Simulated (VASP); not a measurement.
Crystal: La2O3.

```
La O
1.0
     3.93078    0.00000    0.00000
    -1.96539    3.40415    0.00000
     0.00000    0.00000    6.11195
La O
2 3
Cartesian
  1.9654 1.1347 4.6070
  0.0000 2.2694 1.5050
  1.9654 1.1347 2.1643
  0.0000 2.2694 3.9477
  0.0000 0.0000 0.0000
```

* Program: VASP 6.6.1
* Task: relaxation of cell and atoms
* Functional: LDA
* Potentials or basis: VASP PAW LDA potentials, release 64 (La, O)
* Cutoff: 600 eV
* k mesh: 6 × 6 × 4
* Occupations: gaussian, width 0.02 eV
* Spin: no spin polarisation

At the start: pressure -6.5 GPa; volume 16.36 Å³/atom.

Problem. How do energy, volume and symmetry change on relaxing?

Solution. Over 12 steps the energy falls by 17.1 meV/atom and the volume is 15.51 Å³/atom (-5.2 %); space group P-3m1 (No. 164, to 0.05 Å).

Step by step:
```tsv
step	energy change (eV)	largest force (eV/Å)	pressure (GPa)	volume (Å³)
1	0.0000	0.1616	-6.50	81.78
2	0.0316	0.8522	8.90	74.18
3	-0.0777	0.2706	-0.20	78.18
4	-0.0777	0.2800	-0.06	78.11
5	-0.0834	0.0457	0.04	77.78
6	-0.0837	0.0440	0.08	77.67
7	-0.0847	0.0493	-0.10	77.70
8	-0.0850	0.0538	-0.23	77.73
9	-0.0852	0.0519	0.28	77.46
10	-0.0853	0.0366	0.11	77.54
11	-0.0855	0.0120	0.04	77.54
12	-0.0855	0.0046	0.02	77.55
```

Final structure:
```
La O
1.0
     3.88148    0.00000    0.00000
    -1.94074    3.36146    0.00000
     0.00000    0.00000    5.94338
La O
2 3
Cartesian
  1.9407 1.1205 4.4947
  0.0000 2.2410 1.4486
  1.9407 1.1205 2.1001
  0.0000 2.2410 3.8433
  3.8815 0.0000 0.0000
```
